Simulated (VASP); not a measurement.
Input of a VASP 6.6.1 run:

Contents of INCAR:

```
PREC = Accurate ; ENCUT = 520
EDIFF = 1E-6 ; ISMEAR = 0
SIGMA = 0.15 ; LREAL = F
LASPH = T ; NELM = 100
ALGO = Normal ; ISIF = 2
LWAVE = F ; LCHARG = F
GGA = PS ; NBANDS = 8
```

The input KPOINTS:

```
Automatic mesh
0
Gamma
  20 20 20
```

The input POSCAR:

```
Li
1.0
    0.0000000000      2.0721613356      2.4865936027
    2.0721613356      0.0000000000      2.4865936027
    2.0721613356      2.0721613356      0.0000000000
Li
1
Direct
    0.0000000000      0.0000000000      0.0000000000
```

Potentials or basis: VASP PAW PBE potentials, release 64 (Li_sv).

Command:

```bash
$ cat potpaw_PBE.64/Li_sv/POTCAR > POTCAR
$ mpirun -np 1 vasp_std > vasp.out
```

(1) Predict the band gap on the k mesh.

## Answers

(1) zero (an odd number of electrons rules out a gap without spin polarisation).
